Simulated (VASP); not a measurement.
# KMgF3 (P4/mmm) in VASP: notebook, part 2 of 2

VASP 6.6.1.

### 5 Single point, PBEsol (uniaxial strain along a: -3.0 %, then relaxed in part)

Input file INCAR:

```
SYSTEM = KMgF3
PREC = Accurate ; ENCUT = 600
EDIFF = 1E-6 ; ISMEAR = 0
SIGMA = 0.02 ; LREAL = .FALSE.
LASPH = .TRUE. ; NELM = 120
ALGO = Normal ; ISIF = 2
LWAVE = .FALSE. ; LCHARG = .FALSE.
GGA = PS ; NBANDS = 24
GGA_COMPAT = .FALSE.
```

Input file KPOINTS:

```
Automatic mesh
0
G
  6 6 6
  0 0 0
```

Input file POSCAR:

```
KMgF3
1.0
    3.8715161649      0.0000000000      0.0000000000
    0.0000000000      4.0197996732      0.0000000000
    0.0000000000      0.0000000000      4.0197996732
K Mg F
1 1 3
Direct
    0.5000000000      0.5000000000      0.5000000000
    0.0000000000      0.0000000000      0.0000000000
    0.0000000000      0.5000000000      0.0000000000
    0.0000000000      0.0000000000      0.5000000000
    0.5000000000      0.0000000000      0.0000000000
```

Potentials or basis: VASP PAW PBE potentials, release 64 (K_sv, Mg, F).

Launch:

```bash
> cat potpaw_PBE.64/K_sv/POTCAR potpaw_PBE.64/Mg/POTCAR potpaw_PBE.64/F/POTCAR > POTCAR
> mpirun -np 1 vasp_std > vasp.out
```

OUTCAR:

```text
SYSTEM = KMgF3
   PREC = Accurate
   ENCUT = 600
   EDIFF = 1E-6
   ISMEAR = 0
   LREAL = .FALSE.
   LASPH = .TRUE.
   NELM = 120
   ISIF = 2
   GGA = PS

 ion  position               nearest neighbor table
   1  0.500  0.500  0.500-   3 2.79   4 2.79   3 2.79   4 2.79   3 2.79   4 2.79   3 2.79   4 2.79
                             5 2.84   5 2.84   5 2.84   5 2.84   2 3.44   2 3.44   2 3.44   2 3.44
   2  0.000  0.000  0.000-   5 1.94   5 1.94   3 2.01   4 2.01   3 2.01   4 2.01   1 3.44   1 3.44
                             1 3.44   1 3.44   1 3.44   1 3.44   1 3.44   1 3.44
[... 857 lines left out ...]
  -------------------------------------------------------------------------------------
  Total        1.4643629     -0.1840011     -0.1840011      0.0000000      0.0000000      0.0000000
  in kB       37.5032929     -4.7123881     -4.7123881      0.0000000      0.0000000      0.0000000
  external PRESSURE =       9.3595055 kB  Pullay stress =       0.0000000 kB

 VOLUME and BASIS-vectors are now :
 -----------------------------------------------------------------------------
  energy-cutoff  :      600.00
  volume of cell :       62.56
      direct lattice vectors                 reciprocal lattice vectors
     3.871516165  0.000000000  0.000000000     0.258296739  0.000000000  0.000000000
     0.000000000  4.019799673  0.000000000     0.000000000  0.248768616  0.000000000
     0.000000000  0.000000000  4.019799673     0.000000000  0.000000000  0.248768616

 POSITION                                       TOTAL-FORCE (eV/Angst)
 -----------------------------------------------------------------------------------
      1.93576      2.00990      2.00990         0.000000      0.000000      0.000000
      0.00000      0.00000      0.00000         0.000000      0.000000      0.000000
      0.00000      2.00990      0.00000         0.000000      0.000000      0.000000
      0.00000      0.00000      2.00990         0.000000      0.000000      0.000000
      1.93576      0.00000      0.00000         0.000000      0.000000      0.000000
 -----------------------------------------------------------------------------------
    total drift:                                0.000000      0.000000     -0.000000

  FREE ENERGIE OF THE ION-ELECTRON SYSTEM (eV)
  ---------------------------------------------------
  free  energy   TOTEN  =       -25.2464855885 eV

  energy  without entropy=      -25.2464855885  energy(sigma->0) =      -25.24648559
```

OSZICAR:

```text
N       E                     dE             d eps       ncg     rms          rms(c)
DAV:   1     0.242761850775E+03    0.24276E+03   -0.18768E+04  1976   0.144E+03
DAV:   2    -0.142627771751E+02   -0.25702E+03   -0.24678E+03  2400   0.362E+02
DAV:   3    -0.265255540710E+02   -0.12263E+02   -0.12188E+02  2680   0.740E+01
DAV:   4    -0.271159946621E+02   -0.59044E+00   -0.59025E+00  2576   0.956E+00
DAV:   5    -0.271194022351E+02   -0.34076E-02   -0.34075E-02  2584   0.821E-01    0.816E+00
DAV:   6    -0.252766780645E+02    0.18427E+01   -0.57582E+00  2240   0.175E+01    0.413E+00
DAV:   7    -0.252569880444E+02    0.19690E-01   -0.24443E-01  2352   0.279E+00    0.244E+00
DAV:   8    -0.252469321164E+02    0.10056E-01   -0.66809E-02  2384   0.239E+00    0.308E-01
DAV:   9    -0.252463316767E+02    0.60044E-03   -0.13896E-02  2504   0.827E-01    0.146E-01
DAV:  10    -0.252465079122E+02   -0.17624E-03   -0.83294E-04  2344   0.197E-01    0.112E-01
DAV:  11    -0.252464922189E+02    0.15693E-04   -0.70029E-05  2456   0.652E-02    0.578E-02
DAV:  12    -0.252464854467E+02    0.67721E-05   -0.67800E-05  2176   0.602E-02    0.460E-03
DAV:  13    -0.252464855885E+02   -0.14176E-06   -0.23449E-06  2224   0.946E-03
   1 F= -.25246486E+02 E0= -.25246486E+02  d E =-.447116E-21
```

stdout:

```text
POSCAR found type information on POSCAR K MgF
 POSCAR found :  3 types and       5 ions
 scaLAPACK will be used
 -----------------------------------------------------------------------------
|                                                                             |
|                                                                             |
|     You enforced a specific xc type in the INCAR file but a different       |
|     I HOPE YOU KNOW WHAT YOU ARE DOING!                                     |
|                                                                             |
 -----------------------------------------------------------------------------

 LDA part: xc-table for (Slater+PW92), standard interpolation
 POSCAR, INCAR and KPOINTS ok, starting setup
 FFT: planning ... GRIDC
 FFT: planning ... GRID_SOFT
 FFT: planning ... GRID
 WAVECAR not read
 entering main loop
```

It took 34 s on 1 thread of AMD EPYC 9R45 (Zen 5), shared host; peak memory 0.19 GiB.

What came out:

```
Free energy            : -25.2465 eV
Pressure               : 0.9 GPa
Band gap on the k mesh : 7.20 eV (least direct gap 7.53 eV)
```

Stress tensor (GPa, compression positive):
```
 3.75  0.00  0.00
 0.00 -0.47  0.00
 0.00  0.00 -0.47
```

Caveat: the cell differs from its parent crystal (uniaxial strain along a: -3.0 %, then relaxed in part); the PAW data sets were made with another functional, which shifts forces and pressure a little. A k mesh can miss the band edges.

### 6 Single point, PBEsol (uniaxial strain along a: -3.0 %)

Input file INCAR:

```
  PREC = Accurate
  ENCUT = 600
  EDIFF = 1E-6
  ISMEAR = 0
  SIGMA = 0.02
  LREAL = F
  LASPH = T
  NELM = 120
  ALGO = Normal
  ISIF = 2
  LWAVE = F
  LCHARG = F
  GGA = PS
  NBANDS = 24
  GGA_COMPAT = F
```

Input file KPOINTS:

```
Automatic mesh
0
Gamma
  6 6 6
```

Edit POSCAR of step 5 so:

```diff
@@ -3,4 +3,4 @@
     3.8715161649      0.0000000000      0.0000000000
-    0.0000000000      4.0197996732      0.0000000000
-    0.0000000000      0.0000000000      4.0197996732
+    0.0000000000      4.0211881816      0.0000000000
+    0.0000000000      0.0000000000      4.0211881816
 K Mg F
```

Potentials or basis: VASP PAW PBE potentials, release 64 (K_sv, Mg, F).

Launch:

```bash
> cat potpaw_PBE.64/K_sv/POTCAR potpaw_PBE.64/Mg/POTCAR potpaw_PBE.64/F/POTCAR > POTCAR
> mpirun -np 1 vasp_std > vasp.out
```

It took 35 s on 1 thread of AMD EPYC 9R45 (Zen 5), shared host; peak memory 0.19 GiB.

Results (log left out):

* Free energy: -25.2465 eV
* Pressure: 0.9 GPa
* Band gap on the k mesh: 7.20 eV (least direct gap 7.53 eV)

Stress tensor (GPa, compression positive):
```
 3.72  0.00  0.00
 0.00 -0.53  0.00
 0.00  0.00 -0.53
```

Levels at points of the mesh, in eV from the valence-band top:
| k point | band 12 | band 13 | band 14 | band 15 | band 16 | band 17 | band 18 | band 19 | band 20 | band 21 |
| --- | --- | --- | --- | --- | --- | --- | --- | --- | --- | --- |
| (0.00, 0.00, 0.00) | -0.68 | -0.59 | -0.33 | -0.33 | -0.33 | 7.20 | 9.86 | 10.04 | 11.97 | 12.26 |
| (0.50, 0.00, 0.00) | -1.04 | -1.04 | -0.90 | -0.55 | -0.55 | 10.13 | 10.44 | 11.22 | 12.72 | 12.76 |
| (0.00, 0.50, 0.00) | -0.92 | -0.85 | -0.81 | -0.55 | -0.55 | 9.96 | 10.37 | 10.94 | 12.62 | 12.86 |
| (0.50, 0.50, 0.00) | -1.18 | -1.07 | -0.87 | -0.87 | -0.02 | 10.87 | 11.70 | 12.54 | 12.64 | 12.69 |
| (0.00, 0.50, 0.50) | -1.06 | -1.06 | -1.00 | -1.00 | -0.06 | 10.83 | 11.48 | 12.44 | 12.44 | 12.98 |
| (0.50, 0.50, 0.50) | -1.20 | -1.09 | -0.03 | 0.00 | 0.00 | 10.33 | 10.33 | 10.35 | 13.73 | 14.00 |

Caveat: the cell differs from its parent crystal (uniaxial strain along a: -3.0 %); the PAW data sets were made with another functional, which shifts forces and pressure a little.

### 7 Overview

| cell | gap on the mesh (eV) | pressure (GPa) |
| --- | --- | --- |
| a = 3.812, b = 4.035, c = 4.035 Å, 5 atoms | 7.25 | 1.8 |
| a = 3.931, b = 4.005, c = 4.005 Å, 5 atoms | 7.15 | 0.2 |
| a = 3.931, b = 4.006, c = 4.006 Å, 5 atoms | 7.15 | 0.1 |
| a = 3.872, b = 4.020, c = 4.020 Å, 5 atoms | 7.20 | 0.9 |
| a = 3.872, b = 4.021, c = 4.021 Å, 5 atoms | 7.20 | 0.9 |

Alike in all rows: task single point; level PBEsol; potentials or basis VASP PAW PBE potentials, release 64 (K_sv, Mg, F); no spin polarisation; k mesh 6 × 6 × 6; cutoff (eV) 600; smearing gaussian 0.02 eV.

Caveats: the PAW data sets were made with another functional, which shifts forces and pressure a little; the stress differs along the axes, from -0 to 6 GPa (at least some runs).

Absolute energies hang on the potentials; compare differences alone.
